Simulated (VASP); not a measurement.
# Ga2Te2O (P6/mmm) in VASP: notebook, part 2 of 2

VASP 6.6.1. The steps go on from the part before.

## (3) Relaxation of cell and atoms, PBE

This run uses another cell than the first one, of 27.76 Å³/atom.

The input, INCAR:

```
SYSTEM = Ga2Te2O
ALGO = Normal
EDIFF = 1E-7
EDIFFG = -0.04
ENCUT = 600
GGA = PE
IBRION = 2
ISIF = 3
ISMEAR = 0
LASPH = .True.
LCHARG = .False.
LREAL = .False.
LWAVE = .False.
NELM = 60
NSW = 90
PREC = Accurate
SIGMA = 0.1
```

The input, KPOINTS:

```
k-points
0
Gamma
  6 6 4
  0 0 0
```

The input, POSCAR:

```
Ga2Te2O
1.0
    5.4506138900      0.0000000000      0.0000000000
   -2.7253069400      4.7203700900      0.0000000000
    0.0000000000      0.0000000000      5.3956122400
Ga Te O
2 2 1
Direct
    0.0000000000      0.0000000000      0.2244016900
    0.0000000000      0.0000000000      0.7755983100
    0.3333333300      0.6666666700      0.0000000000
    0.6666666700      0.3333333300      0.0000000000
    0.0000000000      0.0000000000      0.5000000000
```

Potentials or basis: VASP PAW PBE potentials, release 64 (Ga_d, Te, O).

The run is started by

```
$ cat potpaw_PBE.64/Ga_d/POTCAR potpaw_PBE.64/Te/POTCAR potpaw_PBE.64/O/POTCAR > POTCAR
$ mpirun -np 1 vasp_std > vasp.out
```

OUTCAR:

```text
SYSTEM = Ga2Te2O
   EDIFF = 1E-7
   EDIFFG = -0.04
   ENCUT = 600
   GGA = PE
   IBRION = 2
   ISIF = 3
   ISMEAR = 0
   LASPH = .True.
   LREAL = .False.
   NELM = 60
   NSW = 90
   PREC = Accurate

 ion  position               nearest neighbor table
   1  0.000  0.000  0.224-   5 1.49   2 2.42
   2  0.000  0.000  0.776-   5 1.49   1 2.42
   3  0.333  0.667  0.000-   4 3.15   4 3.15   4 3.15
   4  0.667  0.333  0.000-   3 3.15   3 3.15   3 3.15
   5  0.000  0.000  0.500-   1 1.49   2 1.49

  LATTYP: Found a hexagonal cell.
 ALAT       =     5.4506138900
 C/A-ratio  =     0.9899090908

  Lattice vectors:

 A1 = (   5.4506138900,   0.0000000000,   0.0000000000)
 A2 = (  -2.7253069400,   4.7203700900,   0.0000000000)
 A3 = (   0.0000000000,   0.0000000000,   5.3956122400)

Analysis of symmetry for initial positions (statically):
=====================================================================
 Subroutine PRICEL returns:
 Original cell was already a primitive cell.

 Routine SETGRP: Setting up the symmetry group for a
 hexagonal supercell.

 Subroutine GETGRP returns: Found 24 space group operations
 (whereof 24 operations were pure point group operations)
 out of a pool of 24 trial point group operations.

The static configuration has the point symmetry D_6h.

Analysis of symmetry for dynamics (positions and initial velocities):
=====================================================================
 Subroutine PRICEL returns:
 Original cell was already a primitive cell.

 Routine SETGRP: Setting up the symmetry group for a
 hexagonal supercell.

 Subroutine GETGRP returns: Found 24 space group operations
 (whereof 24 operations were pure point group operations)
 out of a pool of 24 trial point group operations.

The dynamic configuration has the point symmetry D_6h.

 Subroutine INISYM returns: Found 24 space group operations
 (whereof 24 operations are pure point group operations),
 and found     1 'primitive' translations

----------------------------------------------------------------------------------------

                                     Primitive cell

  volume of cell :     138.8232

  direct lattice vectors                    reciprocal lattice vectors
     5.450613890  0.000000000  0.000000000     0.183465573  0.105923898  0.000000000
    -2.725306940  4.720370090  0.000000000     0.000000000  0.211847796  0.000000000
     0.000000000  0.000000000  5.395612240     0.000000000  0.000000000  0.185335779

  length of vectors
     5.450613890  5.450613883  5.395612240     0.211847796  0.211847796  0.185335779

  position of ions in fractional coordinates (direct lattice)
     0.000000000  0.000000000  0.224401690
     0.000000000  0.000000000  0.775598310
     0.333333330  0.666666670  0.000000000
     0.666666670  0.333333330  0.000000000
     0.000000000  0.000000000  0.500000000

  ion indices of the primitive-cell ions
   primitive index   ion index
                 1           1
                 2           2
                 3           3
                 4           4
                 5           5

----------------------------------------------------------------------------------------

[... 27 lines left out ...]
  0.166667  0.000000  0.000000      6.000000
  0.333333 -0.000000  0.000000      6.000000
  0.500000  0.000000  0.000000      3.000000
  0.166667  0.166667  0.000000      6.000000
  0.333333  0.166667  0.000000     12.000000
[... 13 lines left out ...]
  0.333333  0.166667  0.500000     12.000000
  0.333333  0.333333  0.500000      2.000000
   k-points           NKPTS =     21   k-points in BZ     NKDIM =     21   number of bands    NBANDS=     26
   number of dos      NEDOS =    301   number of ions     NIONS =      5
   total plane-waves  NPLWV = 110592
   dimension x,y,z NGX =    48 NGY =   48 NGZ =   48
   dimension x,y,z NGXF=    96 NGYF=   96 NGZF=   96
   ions per type =               2   2   1
   NGX,Y,Z   is equivalent  to a cutoff of  14.64, 14.64, 14.79 a.u.
   NGXF,Y,Z  is equivalent  to a cutoff of  29.28, 29.28, 29.58 a.u.
 SYSTEM =  Ga2Te2O
   PREC   = accura    normal or accurate (medium, high low for compatibility)
   ISTART =      0    job   : 0-new  1-cont  2-samecut
   ICHARG =      2    charge: 1-file 2-atom 10-const
   ISPIN  =      1    spin polarized calculation?
   LNONCOLLINEAR =      F non collinear calculations
   LSORBIT =      F    spin-orbit coupling
   LASPH  =      T    aspherical Exc in radial PAW
   ENCUT  =  600.0 eV  44.10 Ry    6.64 a.u.  10.89 10.89 10.78*2*pi/ulx,y,z
   NELM   =     60;   NELMIN=  2; NELMDL= -5     # of ELM steps
   EDIFF  = 0.1E-06   stopping-criterion for ELM
   LREAL  =      F    real-space projection
   EDIFFG = -.4E-01   stopping-criterion for IOM
   NSW    =     90    number of steps for IOM
   IBRION =      2    ionic relax: 0-MD 1-quasi-New 2-CG
   NFREE  =      1    steps in history (QN), initial steepest desc. (CG)
   ISIF   =      3    stress and relaxation
   ISYM   =      2    0-nonsym 1-usesym 2-fastsym
   POTIM  = 0.5000    time-step for ionic-motion
   TEBEG  =    0.0;   TEEND  =   0.0 temperature during run
   PSTRESS=    0.0 pullay stress
   NELECT =      44.0000    total number of electrons
   NUPDOWN=      -1.0000    fix difference up-down
   EMIN   =  10.00;   EMAX   =-10.00  energy-range for DOS
   EFERMI =   0.00;   METHOD = LEGACY
   ISMEAR =     0;   SIGMA  =   0.10  broadening in eV -4-tet -1-fermi 0-gaus
   EFERMI_NEDOS =   21; number of points for ismear=-14 and -15
   IALGO  =     38    algorithm
   IMIX   =      4    mixing-type and parameters
     AMIX     =   0.40;   BMIX     =  1.00
     AMIX_MAG =   1.60;   BMIX_MAG =  1.00
  volume/ion in A,a.u.               =      27.76       187.37
  Fermi-wavevector in a.u.,A,eV,Ry     =   1.116191  2.109294 16.951243  1.245881
  Thomas-Fermi vector in A             =   2.252802
   LORBIT       =      0    0 simple, 1 ext, 2 COOP (PROOUT), +10 PAW based schemes
   GGA     = PE    functional components
   LHFCALC =     F    Hartree Fock is set to
   AEXX    =    0.0000 exact exchange contribution
   IVDW    =     0    specifies the selected vdW correction
   LEPSILON=     F    determine dielectric tensor
   LRPA    =     F    only Hartree local field effects (RPA)
 conjugate gradient relaxation of ions
 non-spin polarized calculation
 Gauss-broadening in eV      SIGMA  =   0.10
  energy-cutoff  :      600.00
  volume of cell :      138.82
 maximum number of plane-waves:      4660
 NGX is ok and might be reduce to    48
   NGX = 21   NGY = 21   NGZ = 21

--------------------------------------- Ionic step        1  -------------------------------------------

 number of electron      43.9999995 magnetization

 Free energy of the ion-electron system (eV)
  ---------------------------------------------------
  ext. energy  EPLUGINS =         0.00000000
  ---------------------------------------------------
  free energy    TOTEN  =       -14.69312226 eV

  energy without entropy =      -14.66340119  energy(sigma->0) =      -14.67826172

------------------------ aborting loop because EDIFF is reached ----------------------------------------

  FORCE on cell =-STRESS in cart. coord.  units (eV):
  Direction    XX          YY          ZZ          XY          YZ          ZX
  --------------------------------------------------------------------------------------
  -------------------------------------------------------------------------------------
  Total        0.6821419      0.6821419     40.7298018      0.0000000     -0.0000000      0.0000000
  in kB        7.8726887      7.8726887    470.0679914      0.0000000     -0.0000000      0.0000000
  external PRESSURE =     161.9377896 kB  Pullay stress =       0.0000000 kB
[... 98 lines left out ...]
  FREE ENERGIE OF THE ION-ELECTRON SYSTEM (eV)
  ---------------------------------------------------
  free  energy   TOTEN  =       -15.1919417425 eV

  energy  without entropy=      -15.1644999483  energy(sigma->0) =      -15.17822085

[... ionic steps 4 to 15 ...]

--------------------------------------- Ionic step       16  -------------------------------------------

 number of electron      43.9999991 magnetization

------------------------ aborting loop because EDIFF is reached ----------------------------------------
[... 73 lines left out ...]
--------------------------------------- Ionic step       18  -------------------------------------------

 number of electron      43.9999985 magnetization

 Free energy of the ion-electron system (eV)
  ---------------------------------------------------
  ext. energy  EPLUGINS =         0.00000000
  ---------------------------------------------------
  free energy    TOTEN  =       -18.08152287 eV

  energy without entropy =      -18.06892370  energy(sigma->0) =      -18.07522328

 E-fermi :   2.3537     XC(G=0):  -7.8914

 val. band max:        2.3344465058   @ k =   0.1667   0.0000   0.5000
 cond. band min:       2.3797823903   @ k =   0.3333   0.1667   0.0000
 fundamental gap:      0.0453358845
 Fermi energy:         2.3536675479

 k-point     1 :       0.0000    0.0000    0.0000
  band No.  band energies     occupation
      1     -16.0646      2.00000
      2     -12.1688      2.00000
      3     -12.0747      2.00000
      4     -12.0747      2.00000
      5     -12.0665      2.00000
      6     -12.0665      2.00000
[... 630 lines left out ...]
  FREE ENERGIE OF THE ION-ELECTRON SYSTEM (eV)
  ---------------------------------------------------
  free  energy   TOTEN  =       -18.0815228710 eV

  energy  without entropy=      -18.0689236958  energy(sigma->0) =      -18.07522328

 reached required accuracy - stopping structural energy minimisation
```

OSZICAR:

```text
N       E                     dE             d eps       ncg     rms          rms(c)
DAV:   1     0.401330486954E+03    0.40133E+03   -0.21980E+04  1096   0.231E+03
DAV:   2     0.416936461457E+02   -0.35964E+03   -0.35337E+03  1236   0.529E+02
DAV:   3    -0.145478240316E+02   -0.56241E+02   -0.55461E+02  1358   0.170E+02
[... 276 lines left out ...]
DAV:   6    -0.180815197203E+02    0.10811E-04   -0.49602E-05  1544   0.598E-02    0.123E-02
DAV:   7    -0.180815213551E+02   -0.16347E-05   -0.18816E-05  1218   0.322E-02    0.558E-03
DAV:   8    -0.180815225609E+02   -0.12058E-05   -0.44474E-06  1572   0.178E-02    0.247E-03
DAV:   9    -0.180815228309E+02   -0.27001E-06   -0.11776E-06  1318   0.102E-02    0.209E-03
DAV:  10    -0.180815228710E+02   -0.40096E-07   -0.78797E-07  1148   0.650E-03
  18 F= -.18081523E+02 E0= -.18075223E+02  d E =-.116282E-01
```

CONTCAR:

```text
Ga2Te2O
   1.00000000000000
     5.2431226229909589   -0.0000000002299499    0.0000000000000000
    -2.6215613068849599    4.5406773824056783    0.0000000000000000
     0.0000000000000000    0.0000000000000000    6.6820942975247899
  Ga              Te              O
     2     2     1
Direct
     1.0000000000000000    0.0000000000000000    0.2301822844724327
     0.0000000000000000    0.0000000000000000    0.7698177155275675
     0.3333333300000021    0.6666666699999979    0.0000000000000000
     0.6666666699999979    0.3333333300000021    0.0000000000000000
     0.0000000000000000    0.0000000000000000    0.5000000000000000

  0.00000000E+00  0.00000000E+00  0.00000000E+00
  0.00000000E+00  0.00000000E+00  0.00000000E+00
  0.00000000E+00  0.00000000E+00  0.00000000E+00
  0.00000000E+00  0.00000000E+00  0.00000000E+00
  0.00000000E+00  0.00000000E+00  0.00000000E+00
```

Wall time 46 min (1 thread of Oxide Virtual Turin-like, shared host); peak memory 0.38 GiB.

Results:

| Item | Value |
| --- | --- |
| Free energy | -18.0815 eV |
| Relaxed volume | 31.82 Å³/atom |
| Relaxed cell | a = 5.243 Å, b = 5.243 Å, c = 6.682 Å, α = 90.00°, β = 90.00°, γ = 120.00° |
| Space group after relaxing (to 0.1 Å) | P6/mmm (No. 191) |
| Pressure after relaxing | 0.0 GPa |
| Largest force after relaxing | 0.031 eV/Å |
| Band gap on the k mesh | zero (bands 22 and 23 overlap by 1.70 eV) |

Forces on the atoms (eV/Å):
```
Ga   0.000  0.000 -0.031
Ga   0.000  0.000  0.031
Te   0.000  0.000  0.000
Te   0.000  0.000  0.000
O    0.000  0.000  0.000
```

Final structure:
```xyz
5
Lattice="5.2431 0.0000 0.0000 -2.6216 4.5407 0.0000 0.0000 0.0000 6.6821" Properties=species:S:1:pos:R:3 pbc="T T T"
Ga    5.2431    0.0000    1.5381
Ga    0.0000    0.0000    5.1440
Te    0.0000    3.0271    0.0000
Te    2.6216    1.5136    0.0000
O     0.0000    0.0000    3.3410
```

Levels at points of the mesh, in eV from the Fermi level:
| k point | band 20 | band 21 | band 22 | band 23 | band 24 | band 25 |
| --- | --- | --- | --- | --- | --- | --- |
| (0.00, 0.00, 0.00) | -2.81 | -1.13 | -1.13 | 0.26 | 1.72 | 2.32 |
| (0.50, 0.00, 0.00) | -1.59 | -0.34 | 0.43 | 0.60 | 1.72 | 2.30 |
| (0.00, 0.00, 0.50) | -2.42 | -1.57 | -1.57 | 0.22 | 0.33 | 3.75 |
| (0.50, 0.00, 0.50) | -1.88 | -0.55 | 0.20 | 0.51 | 1.72 | 3.21 |

Caveat: a cell axis changed by over 15 % at a fixed basis, so the end point is rough; spin-orbit coupling is left out, which moves the levels of the heavy elements.
